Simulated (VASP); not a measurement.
Input of a VASP 6.6.1 run:

POSCAR

```
GaAs
1.0
    0.0000000000      2.8750000000      2.8750000000
    2.8750000000      0.0000000000      2.8750000000
    2.8750000000      2.8750000000      0.0000000000
Ga As
1 1
Direct
    0.0000000000      0.0000000000      0.0000000000
    0.2500000000      0.2500000000      0.2500000000
```

File INCAR.step1:

```
SYSTEM = GaAs
PREC = Accurate ; ENCUT = 550
ISMEAR = -1 ; SIGMA = 0.02
LREAL = .False. ; LASPH = .True.
NELM = 120 ; NBANDS = 16
GGA = PE ; ALGO = Normal
EDIFF = 1E-5 ; LWAVE = .True.
LCHARG = .False. ; GGA_COMPAT = .False.
```

INCAR.step2

```
SYSTEM = GaAs
PREC = Accurate ; ENCUT = 550
EDIFF = 1E-6 ; ISMEAR = -1
SIGMA = 0.02 ; LREAL = .False.
LASPH = .True. ; NELM = 120
ALGO = Normal ; ISIF = 2
LWAVE = .False. ; LCHARG = .True.
METAGGA = R2SCAN ; LMIXTAU = .True.
LELF = .True. ; LVHAR = .True.
NBANDS = 16 ; ISTART = 1
GGA_COMPAT = .False.
```

KPOINTS

```
Automatic mesh
0
Gamma
  6 6 6
  0 0 0
```

Potentials or basis: VASP PAW PBE potentials, release 64 (Ga_d, As).

The run is started by

```console
$ cat potpaw_PBE.64/Ga_d/POTCAR potpaw_PBE.64/As/POTCAR > POTCAR
$ cp INCAR.step1 INCAR
$ mpirun -np 1 vasp_std > vasp.out
$ cp INCAR.step2 INCAR
$ mpirun -np 1 vasp_std > vasp.out
```

(1) Predict the band gap on the k mesh.

(2) Predict the pressure.

Answers

(1) 0.59 eV, direct.

(2) -2.8 GPa.

Caveat: the PAW data sets were made with another functional, which shifts forces and pressure a little.
